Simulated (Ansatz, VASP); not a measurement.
## HfO2: VASP beside Ansatz

The input INCAR:

```
PREC     = Accurate       # precision mode
ENCUT    = 520            # plane-wave cutoff, eV
EDIFF    = 1E-8           # SCF threshold, eV
ISMEAR   = -1             # smearing method
SIGMA    = 0.01           # smearing width, eV
LREAL    = F              # projectors in reciprocal space
LASPH    = T              # aspherical terms in the spheres
NELM     = 120            # most SCF steps
ALGO     = Normal         # electronic algorithm
ISIF     = 2              # what is computed and relaxed
LWAVE    = F              # write WAVECAR
LCHARG   = F              # write CHGCAR
GGA      = PE             # functional
LEFG     = T            
NBANDS   = 18             # bands
GGA_COMPAT= F
```

File KPOINTS:

```
regular mesh
0
Gamma
  9 9 9
```

POSCAR

```
HfO2
1.0
    0.0000000000      2.6086500000      2.5575000000
    2.6086500000      0.0000000000      2.5575000000
    2.6086500000      2.6086500000      0.0000000000
Hf O
1 2
Direct
    0.0000000000      0.0000000000      0.0000000000
    0.2500000000      0.2500000000      0.2500000000
    0.7500000000      0.7500000000      0.7500000000
```

Input for Ansatz:

```yaml
crystal:
  lattice:
    - [0.0, 2.60865, 2.5575]
    - [2.60865, 0.0, 2.5575]
    - [2.60865, 2.60865, 0.0]
  atoms:
    - { symbol: Hf, position: [0.0, 0.0, 0.0] }
    - { symbol: O, position: [0.25, 0.25, 0.25] }
    - { symbol: O, position: [0.75, 0.75, 0.75] }
kpoints:
  mp_grid: { grid: [9, 9, 9] }
scf:
  occupations: { method: fermi_dirac, width: 0.01 }
hamiltonian:
  xc: pbe
  pseudopotentials: { kind: all_electron, datasets: crystal }
output:
  forces: true
  stress: true
  eigenvalues: true
  efg: { contact_densities: true }
```

Change from the starting cell: equal xx and yy strain of +2 %, crystal datasets.

Alike in both runs: task electric field gradients; functional PBE; k mesh 9 × 9 × 9; occupations fermi-dirac, width 0.01 eV; no spin polarisation.

```csv
,VASP,Ansatz
version,VASP 6.6.1,Ansatz 0.2.0
potentials or method,"VASP PAW PBE potentials, release 64 (Hf_pv, O), cutoff 520 eV","all-electron PAW with datasets made for the crystal, scalar-relativistic"
```

Ansatz gave:

| Quantity | Value |
| --- | --- |
| gap on the k mesh at the Fermi level (eV) | 3.54 |
| pressure (GPa) | -11.0 |
| traceless stress, the component that is largest in VASP (GPa) | 5.57 |
| size of Vzz on the site where it differs most (V/Å²) | 22.5 |

Question: Which values does VASP return?

Answer: gap on the k mesh at the Fermi level (eV): 3.53; pressure (GPa): -14.2; traceless stress, the component that is largest in VASP (GPa): 5.66; size of Vzz on the site where it differs most (V/Å²): 17.8.

Ansatz ran all-electron here, and VASP with PAW potentials.

Spin-orbit coupling is off throughout.
